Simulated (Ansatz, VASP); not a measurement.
**Si: VASP beside Ansatz**

The input INCAR:

```
ALGO     = Normal         # electronic algorithm
EDIFF    = 1E-7           # SCF threshold, eV
EDIFFG   = -0.01          # ionic threshold
ENCUT    = 600            # plane-wave cutoff, eV
GGA      = PE             # functional
IBRION   = 2              # ionic algorithm
ISIF     = 3              # what is computed and relaxed
ISMEAR   = -1             # smearing method
LASPH    = T              # aspherical terms in the spheres
LCHARG   = F              # write CHGCAR
LREAL    = F              # projectors in reciprocal space
LWAVE    = F              # write WAVECAR
NELM     = 60             # most SCF steps
NSW      = 80             # ionic steps
PREC     = Accurate       # precision mode
SIGMA    = 0.1            # smearing width, eV
```

KPOINTS

```
k-points
0
Gamma
  14 14 14
```

Contents of POSCAR:

```
Si
1.0
   -1.5541499093      1.5541499093      1.5541499093
    1.5541499093     -1.5541499093      1.5541499093
    1.5541499093      1.5541499093     -1.5541499093
Si
1
Direct
    0.0000000000      0.0000000000      0.0000000000
```

Input for Ansatz:

```yaml
crystal:
  lattice:
    - [-1.5541499093, 1.5541499093, 1.5541499093]
    - [1.5541499093, -1.5541499093, 1.5541499093]
    - [1.5541499093, 1.5541499093, -1.5541499093]
  atoms:
    - { symbol: Si, position: [0.0, 0.0, 0.0] }
hamiltonian:
  xc: pbe
  pseudopotentials:
    kind: paw
    azcp:
      Si: "pseudopotentials/Si.paw.azcp"
basis:
  ecutwfc: 420
  fft_grid_basis: typed
kpoints:
  mp_grid: { grid: [14, 14, 14], shift: [0, 0, 0] }
magnetization:
  spin_polarized: false
scf:
  occupations: { method: fermi_dirac, width: 0.1 }
relax:
  max_steps: 60
  f_tol: 0.01
  cell: {}
```

Alike in both runs: task relaxation of cell and atoms; functional PBE; k mesh 14 × 14 × 14; occupations fermi-dirac, width 0.1 eV; no spin polarisation.

|  | VASP | Ansatz |
| --- | --- | --- |
| version | VASP 6.6.1 | Ansatz 0.2.0 |
| potentials or method | VASP PAW PBE potentials, release 64 (Si), cutoff 600 eV | plane waves (420 eV) with PAW, scalar-relativistic |
| valence electrons in the cell | 4 | 4 |

|  | VASP | Ansatz | Ansatz less VASP |
| --- | --- | --- | --- |
| relaxed volume (Å³/atom) | 14.61 | 14.61 | +0.001 |
| relaxed cell length with the largest relative difference (Å) | 2.668 | 2.668 | 0.0000 |
